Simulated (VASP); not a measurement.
Runs of VASP 6.6.1 on Rb2Nb. The structure is that of space group P6/mmm (No. 191), or close to it. The cells are those of the table. 

```csv
task,cell,k mesh,cutoff (eV),gap on the mesh (eV),pressure (GPa),relaxed volume (Å³/atom)
single point,"a = 6.699, b = 6.699, c = 3.051 Å, angles 90.0, 90.0, 120.0°, 3 atoms",6 × 6 × 4,520,none,0.1,-
single point,"a = 6.787, b = 6.787, c = 2.988 Å, angles 90.0, 90.0, 120.0°, 3 atoms",3 × 3 × 6,520,none,0.1,-
single point,"a = 4.614, b = 4.614, c = 4.982 Å, angles 90.0, 90.0, 120.0°, 3 atoms",6 × 6 × 4,520,none,11.9,-
single point,"a = 6.705, b = 6.705, c = 3.028 Å, angles 90.0, 90.0, 120.0°, 3 atoms",12 × 12 × 16,520,none,0.0,-
relaxation of cell and atoms,"relaxed from a = 6.699, b = 6.699, c = 3.051 Å, angles 90.0, 90.0, 120.0°, 3 atoms",3 × 3 × 6,600,none,0.1,(a)
relaxation of cell and atoms,"relaxed from a = 4.614, b = 4.614, c = 4.982 Å, angles 90.0, 90.0, 120.0°, 3 atoms",6 × 6 × 4,600,none,0.0,39.44
```

Alike in all rows: level PBE; potentials or basis VASP PAW PBE potentials, release 64 (Rb_sv, Nb_sv); no spin polarisation; smearing gaussian 0.1 eV.

Question: Estimate the missing entries.

Answer: (a) 39.69.

Caveats: some runs use coarse meshes; the cell stands under pressure (at least some runs); the volume moved by over 15 % at a fixed basis, so the end points are rough (at least some runs).

A k mesh can miss the band edges, and the runs leave out spin-orbit coupling on Nb, Rb.

A gap of «none» marks levels without a gap at the run's occupations.
